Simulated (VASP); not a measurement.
# CdTe (F-43m) in VASP: a series of runs

Aim: see how the results for CdTe move with the level of theory and the settings. Levels: PBEsol, PBE. Tasks: single point.

Everything below comes from runs of VASP 6.6.1. Logs are shortened: lines on timing, memory, paths and dates and some standing lists are left out, and cuts for length are marked.

### 1 The cell of the first run

It takes space group F-43m (No. 216, cubic). The conventional cell has a = 6.536 Å, b = 6.536 Å, c = 6.536 Å, α = 90.00°, β = 90.00°, γ = 90.00°. Te (site symmetry -43m) has 4 Cd at 2.83 Å within 3.7 Å. Within 3.7 Å of Cd (site symmetry -43m) lie 4 Te at 2.83 Å.

### 2 Single point, PBEsol, non-collinear spin, zero start, spin-orbit coupling

File INCAR:

```
SYSTEM = CdTe
PREC     = Accurate       ! precision mode
ENCUT    = 520            ! plane-wave cutoff, eV
EDIFF    = 1E-6           ! SCF threshold, eV
ISMEAR   = -1             ! smearing method
SIGMA    = 0.05           ! smearing width, eV
LREAL    = .False.        ! projectors in reciprocal space
LASPH    = .True.         ! aspherical terms in the spheres
NELM     = 150            ! most SCF steps
ALGO     = Normal         ! electronic algorithm
ISIF     = 2              ! what is computed and relaxed
LWAVE    = .False.        ! write WAVECAR
LCHARG   = .False.        ! write CHGCAR
MAGMOM   = 0 0 0 0 0 0    ! initial moments
LORBIT   = 11             ! projections on sites
LSORBIT  = .True.         ! spin-orbit coupling
GGA_COMPAT= .False.      
LORBMOM  = .True.       
GGA      = PS             ! functional
NBANDS   = 30             ! bands
```

File KPOINTS:

```
regular mesh
0
Gamma
  7 7 7
  0 0 0
```

File POSCAR:

```
CdTe
1.0
    0.0000000000      3.2678590959      3.2678590959
    3.2678590959      0.0000000000      3.2678590959
    3.2678590959      3.2678590959      0.0000000000
Te Cd
1 1
Direct
    0.7500000000      0.7500000000      0.7500000000
    0.0000000000      0.0000000000      0.0000000000
```

Potentials or basis: VASP PAW PBE potentials, release 64 (Te, Cd).

Run with:

```
cat potpaw_PBE.64/Te/POTCAR potpaw_PBE.64/Cd/POTCAR > POTCAR
mpirun -np 1 vasp_ncl > vasp.out
```

OUTCAR:

```text
SYSTEM = CdTe
   PREC = Accurate
   ENCUT = 520
   EDIFF = 1E-6
   ISMEAR = -1
   LREAL = .False.
   LASPH = .True.
   NELM = 150
   ISIF = 2
   LORBIT = 11
   LSORBIT = .True.
   GGA = PS

 ion  position               nearest neighbor table
   1  0.750  0.750  0.750-   2 2.83   2 2.83   2 2.83   2 2.83
   2  0.000  0.000  0.000-   1 2.83   1 2.83   1 2.83   1 2.83

  LATTYP: Found a face centered cubic cell.
 ALAT       =     6.5357181918

  Lattice vectors:

 A1 = (   0.0000000000,   3.2678590959,   3.2678590959)
 A2 = (   3.2678590959,   0.0000000000,   3.2678590959)
 A3 = (   3.2678590959,   3.2678590959,   0.0000000000)

Analysis of symmetry for initial positions (statically):
=====================================================================
 Subroutine PRICEL returns:
 Original cell was already a primitive cell.

 Routine SETGRP: Setting up the symmetry group for a
 face centered cubic supercell.

 Subroutine GETGRP returns: Found 24 space group operations
 (whereof 24 operations were pure point group operations)
 out of a pool of 48 trial point group operations.

The static configuration has the point symmetry T_d .

Analysis of symmetry for dynamics (positions and initial velocities):
=====================================================================
 Subroutine PRICEL returns:
 Original cell was already a primitive cell.

 Routine SETGRP: Setting up the symmetry group for a
 face centered cubic supercell.

 Subroutine GETGRP returns: Found 24 space group operations
 (whereof 24 operations were pure point group operations)
 out of a pool of 48 trial point group operations.

The dynamic configuration has the point symmetry T_d .

Analysis of structural, dynamic, and magnetic symmetry:
=====================================================================
 Subroutine PRICEL returns:
 Original cell was already a primitive cell.

 Routine SETGRP: Setting up the symmetry group for a
 face centered cubic supercell.

 Subroutine GETGRP returns: Found 24 space group operations
 (whereof 24 operations were pure point group operations)
 out of a pool of 48 trial point group operations.

The overall configuration has the point symmetry T_d .

 Subroutine INISYM returns: Found 24 space group operations
 (whereof 24 operations are pure point group operations),
 and found     1 'primitive' translations

----------------------------------------------------------------------------------------

                                     Primitive cell

  volume of cell :      69.7943

  direct lattice vectors                    reciprocal lattice vectors
     0.000000000  3.267859096  3.267859096    -0.153005373  0.153005373  0.153005373
     3.267859096  0.000000000  3.267859096     0.153005373 -0.153005373  0.153005373
     3.267859096  3.267859096  0.000000000     0.153005373  0.153005373 -0.153005373

  length of vectors
     4.621450653  4.621450653  4.621450653     0.265013080  0.265013080  0.265013080

  position of ions in fractional coordinates (direct lattice)
     0.750000000  0.750000000  0.750000000
     0.000000000  0.000000000  0.000000000

  ion indices of the primitive-cell ions
   primitive index   ion index
                 1           1
                 2           2

----------------------------------------------------------------------------------------

 KPOINTS: regular mesh

Automatic generation of k-mesh.
 Grid dimensions read from file:
 generate k-points for:    7    7    7

 Generating k-lattice:

  Cartesian coordinates                     Fractional coordinates (reciprocal lattice)
    -0.021857910  0.021857910  0.021857910     0.142857143  0.000000000  0.000000000
     0.021857910 -0.021857910  0.021857910     0.000000000  0.142857143  0.000000000
     0.021857910  0.021857910 -0.021857910     0.000000000  0.000000000  0.142857143

  Length of vectors
     0.037859011  0.037859011  0.037859011

  Shift w.r.t. Gamma in fractional coordinates (k-lattice)
     0.000000000  0.000000000  0.000000000

 Subroutine IBZKPT returns following result:
 ===========================================

 Found     30 irreducible k-points:

 Following reciprocal coordinates:
            Coordinates               Weight
  0.000000  0.000000  0.000000      1.000000
  0.142857  0.000000  0.000000      4.000000
 -0.142857  0.000000  0.000000      4.000000
  0.285714  0.000000  0.000000      4.000000
[... 52 lines left out ...]
   EMIN   =  10.00;   EMAX   =-10.00  energy-range for DOS
   EFERMI =   0.00;   METHOD = LEGACY
   ISMEAR =    -1;   SIGMA  =   0.05  broadening in eV -4-tet -1-fermi 0-gaus
   EFERMI_NEDOS =   21; number of points for ismear=-14 and -15
   IALGO  =     38    algorithm
   IMIX   =      4    mixing-type and parameters
     AMIX     =   0.40;   BMIX     =  1.00
     AMIX_MAG =   1.60;   BMIX_MAG =  1.00
  volume/ion in A,a.u.               =      34.90       235.50
  Fermi-wavevector in a.u.,A,eV,Ry     =   1.042059  1.969206 14.774391  1.085887
  Thomas-Fermi vector in A             =   2.176707
   LORBIT       =     11    0 simple, 1 ext, 2 COOP (PROOUT), +10 PAW based schemes
   GGA     = PS    functional components
   LHFCALC =     F    Hartree Fock is set to
   AEXX    =    0.0000 exact exchange contribution
   IVDW    =     0    specifies the selected vdW correction
   LEPSILON=     F    determine dielectric tensor
   LRPA    =     F    only Hartree local field effects (RPA)
  energy-cutoff  :      520.00
  volume of cell :       69.79
 maximum number of plane-waves:      3798
   NGX = 17   NGY = 17   NGZ = 17

 number of electron      18.0000003 magnetization       0.0000000      0.0000000      0.0000000

 number of electron      18.0000003 magnetization      -0.0000000     -0.0000000      0.0000000

 number of electron      18.0000003 magnetization       0.0000000      0.0000000     -0.0000000

 Free energy of the ion-electron system (eV)
  ---------------------------------------------------
  ext. energy  EPLUGINS =         0.00000000
  ---------------------------------------------------
  free energy    TOTEN  =        -5.61310476 eV

  energy without entropy =       -5.61295347  energy(sigma->0) =       -5.61302911

 E-fermi :   2.4380     XC(G=0):  -8.6695

 val. band max:        2.2570291298   @ k =   0.0000   0.0000   0.0000
 cond. band min:       2.5766469090   @ k =   0.0000   0.0000   0.0000
 fundamental gap:      0.3196177791
 Fermi energy:         2.4379744348

 k-point     1 :       0.0000    0.0000    0.0000
  band No.  band energies     occupation
      1      -9.0771      1.00000
      2      -9.0771      1.00000
      3      -6.4998      1.00000
      4      -6.4998      1.00000
      5      -6.4998      1.00000
      6      -6.4998      1.00000
[... 781 lines left out ...]
     29      12.6188      0.00000
     30      12.6188      0.00000

 [... further k-points ...]

------------------------ aborting loop because EDIFF is reached ----------------------------------------

  FORCE on cell =-STRESS in cart. coord.  units (eV):
  Direction    XX          YY          ZZ          XY          YZ          ZX
  --------------------------------------------------------------------------------------
  -------------------------------------------------------------------------------------
  Total       -0.2814366     -0.2814366     -0.2814366      0.0000000     -0.0000000      0.0000000
  in kB       -6.4605753     -6.4605753     -6.4605753      0.0000000     -0.0000000      0.0000000
  external PRESSURE =      -6.4605753 kB  Pullay stress =       0.0000000 kB

 VOLUME and BASIS-vectors are now :
 -----------------------------------------------------------------------------
  energy-cutoff  :      520.00
  volume of cell :       69.79
      direct lattice vectors                 reciprocal lattice vectors
     0.000000000  3.267859096  3.267859096    -0.153005373  0.153005373  0.153005373
     3.267859096  0.000000000  3.267859096     0.153005373 -0.153005373  0.153005373
     3.267859096  3.267859096  0.000000000     0.153005373  0.153005373 -0.153005373

 POSITION                                       TOTAL-FORCE (eV/Angst)
 -----------------------------------------------------------------------------------
      4.90179      4.90179      4.90179        -0.000000     -0.000000     -0.000000
      0.00000      0.00000      0.00000         0.000000      0.000000      0.000000
 -----------------------------------------------------------------------------------
    total drift:                               -0.000000     -0.000000     -0.000000

  FREE ENERGIE OF THE ION-ELECTRON SYSTEM (eV)
  ---------------------------------------------------
  free  energy   TOTEN  =        -5.6131047575 eV

  energy  without entropy=       -5.6129534689  energy(sigma->0) =       -5.61302911

 orbital moment (x)

 # of ion     p       d       tot
 ----------------------------------------
  1        -0.000  -0.000  -0.000
  2        -0.000  -0.000  -0.000
 ----------------------------------------
           -0.000  -0.000  -0.000

 orbital moment (y)

 # of ion     p       d       tot
 ----------------------------------------
  1         0.000   0.000   0.000
  2         0.000   0.000   0.000
 ----------------------------------------
            0.000   0.000   0.000

 orbital moment (z)

 # of ion     p       d       tot
 ----------------------------------------
  1         0.000  -0.000  -0.000
  2         0.000   0.000   0.000
 ----------------------------------------
            0.000  -0.000  -0.000

 Spin-Orbit-Coupling matrix elements

 Ion:    1  E_soc:     -0.1975271
 l=   1
     0.0000000    -0.0328498    -0.0328498
    -0.0328498     0.0000000    -0.0328498
    -0.0328498    -0.0328498     0.0000000
 l=   2
     0.0000000    -0.0000292     0.0000000    -0.0000292    -0.0000422
    -0.0000292     0.0000000    -0.0000317    -0.0000292    -0.0000106
     0.0000000    -0.0000317     0.0000000    -0.0000317     0.0000000
    -0.0000292    -0.0000292    -0.0000317     0.0000000    -0.0000106
    -0.0000422    -0.0000106     0.0000000    -0.0000106     0.0000000
 l=   3
     0.0000000     0.0000000     0.0000000     0.0000000     0.0000000     0.0000000     0.0000000
     0.0000000     0.0000000     0.0000000     0.0000000     0.0000000     0.0000000     0.0000000
     0.0000000     0.0000000     0.0000000     0.0000000     0.0000000     0.0000000     0.0000000
     0.0000000     0.0000000     0.0000000     0.0000000     0.0000000     0.0000000     0.0000000
     0.0000000     0.0000000     0.0000000     0.0000000     0.0000000     0.0000000     0.0000000
     0.0000000     0.0000000     0.0000000     0.0000000     0.0000000     0.0000000     0.0000000
     0.0000000     0.0000000     0.0000000     0.0000000     0.0000000     0.0000000     0.0000000

 Ion:    2  E_soc:     -0.0607025
 l=   1
     0.0000000    -0.0031277    -0.0031277
    -0.0031277     0.0000000    -0.0031277
    -0.0031277    -0.0031277     0.0000000
 l=   2
     0.0000000    -0.0013990     0.0000000    -0.0013990    -0.0055904
    -0.0013990     0.0000000    -0.0041928    -0.0013990    -0.0013976
     0.0000000    -0.0041928     0.0000000    -0.0041928     0.0000000
    -0.0013990    -0.0013990    -0.0041928     0.0000000    -0.0013976
    -0.0055904    -0.0013976     0.0000000    -0.0013976     0.0000000
 l=   3
     0.0000000     0.0000000     0.0000000     0.0000000     0.0000000     0.0000000     0.0000000
     0.0000000     0.0000000     0.0000000     0.0000000     0.0000000     0.0000000     0.0000000
     0.0000000     0.0000000     0.0000000     0.0000000     0.0000000     0.0000000     0.0000000
     0.0000000     0.0000000     0.0000000     0.0000000     0.0000000     0.0000000     0.0000000
     0.0000000     0.0000000     0.0000000     0.0000000     0.0000000     0.0000000     0.0000000
     0.0000000     0.0000000     0.0000000     0.0000000     0.0000000     0.0000000     0.0000000
     0.0000000     0.0000000     0.0000000     0.0000000     0.0000000     0.0000000     0.0000000

 total charge

# of ion       s       p       d       tot
------------------------------------------
    1        1.354   2.034   0.020   3.408
    2        0.471   0.306   9.528  10.305
--------------------------------------------------
tot          1.825   2.340   9.548  13.712

 magnetization (x)

# of ion       s       p       d       tot
------------------------------------------
    1        0.000  -0.000   0.000  -0.000
    2        0.000   0.000  -0.000   0.000
--------------------------------------------------
tot          0.000   0.000  -0.000   0.000

 magnetization (y)

# of ion       s       p       d       tot
------------------------------------------
    1        0.000   0.000   0.000   0.000
    2       -0.000   0.000   0.000   0.000
--------------------------------------------------
tot         -0.000   0.000   0.000   0.000

 magnetization (z)

# of ion       s       p       d       tot
------------------------------------------
    1        0.000  -0.000  -0.000  -0.000
    2       -0.000   0.000  -0.000  -0.000
--------------------------------------------------
tot         -0.000  -0.000  -0.000  -0.000
```

Run time: 3.5 min. Hardware: 1 thread of Intel Xeon 8259CL, shared host; peak memory 0.43 GiB.

Results:

| Property | Result |
| --- | --- |
| Free energy | -5.6131 eV |
| Pressure | -0.6 GPa |
| Net moment | 0.00 μB per cell |
| Valence electrons inside the program's atomic spheres | Te 3.41; Cd 10.30 |

Moments on the atoms (μB; x, y, z):
```
Te  0.00 0.00 0.00
Cd  0.00 0.00 0.00
```

Caveat: the PAW data sets were made with another functional, which shifts forces and pressure a little.

(Continued in part 2 of 2.)
